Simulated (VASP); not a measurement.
CdF2:

```xyz
3
Lattice="0.0000 2.6845 2.6845 2.6845 0.0000 2.6845 2.6845 2.6845 0.0000" Properties=species:S:1:pos:R:3 pbc="T T T"
Cd    0.0000    0.0000    0.0000
F     1.3422    1.3422    1.3422
F     4.0267    4.0267    4.0267
```

This cell differs from its parent crystal: volume changed by -6%.

Base run:

```yaml
Program: VASP 6.6.1
Functional: PBE
Potentials_or_basis: VASP PAW PBE potentials, release 64 (Cd_sv_GW, F)
Cutoff: 600 eV
k_mesh: 6 × 6 × 6
Occupations: gaussian, width 0.01 eV
Spin: no spin polarisation
```

Its results: band gap on the k mesh 3.15 eV, indirect (least direct gap 3.61 eV); pressure 5.9 GPa.

Task: The run is repeated on the same cell with these changes: potentials or basis from VASP PAW PBE potentials, release 64 (Cd_sv_GW, F) to VASP PAW PBE potentials, release 64 (Cd, F); cutoff from 600 eV to 520 eV; further incar settings from ALGO = Normal; EDIFF = 1e-06; NBANDS = 24 to ALGO = Normal; EDIFF = 1e-07; NBANDS = 20; valence electrons from 34 to 26. What comes out?

Result: Band gap on the k mesh 3.13 eV, indirect (least direct gap 3.59 eV); pressure 7.5 GPa.

A k mesh can miss the band edges.
